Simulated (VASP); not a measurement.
Write the native input for VASP 6.6.1 that does the following.

```yaml
Task: single point
Functional: LDA
Potentials_or_basis: VASP PAW LDA potentials, release 64 (Cu_sv_GW, O)
Cutoff: 820 eV
k_mesh: 14 × 14 × 14
Occupations: gaussian, width 0.15 eV
Spin: no spin polarisation
Dipole_correction: no
Further_INCAR_settings: ALGO = Normal; EDIFF = 1e-06; NBANDS = 42
```

The structure of Cu3O2 lies in POSCAR:

```
Cu3O2
1.0
   -1.9354500000      1.9354500000      3.5884925292
    1.9354500000     -1.9354500000      3.5884925292
    1.9354500000      1.9354500000     -3.5884925292
Cu O
3 2
Direct
    0.2500000000      0.7500000000      0.5000000000
    0.7500000000      0.2500000000      0.5000000000
    0.0000000000      0.0000000000      0.0000000000
    0.0000000000      0.5000000000      0.5000000000
    0.5000000000      0.0000000000      0.5000000000
```

One way to write it, as run:

INCAR

```
SYSTEM = Cu3O2
  PREC = Accurate
  ENCUT = 820
  EDIFF = 1E-6
  ISMEAR = 0
  SIGMA = 0.15
  LREAL = .FALSE.
  LASPH = .TRUE.
  NELM = 120
  ALGO = Normal
  ISIF = 2
  LWAVE = .FALSE.
  LCHARG = .TRUE.
  GGA = CA
  LELF = .TRUE.
  LVHAR = .TRUE.
  NBANDS = 42
  GGA_COMPAT = .FALSE.
```

KPOINTS

```
Automatic mesh
0
G
  14 14 14
  0 0 0
```

Potentials or basis: VASP PAW LDA potentials, release 64 (Cu_sv_GW, O).

Launch:

```console
$ cat potpaw_LDA.64/Cu_sv_GW/POTCAR potpaw_LDA.64/O/POTCAR > POTCAR
$ mpirun -np 1 vasp_std > vasp.out
```

It gave:

The pressure is 2.7 GPa and the band gap on the k mesh is zero (an odd number of electrons rules out a gap without spin polarisation).

It took 19 min on 1 thread of Intel(R) Xeon(R) 6975P-C (Granite Rapids) (shared host), peak memory 0.93 GiB.
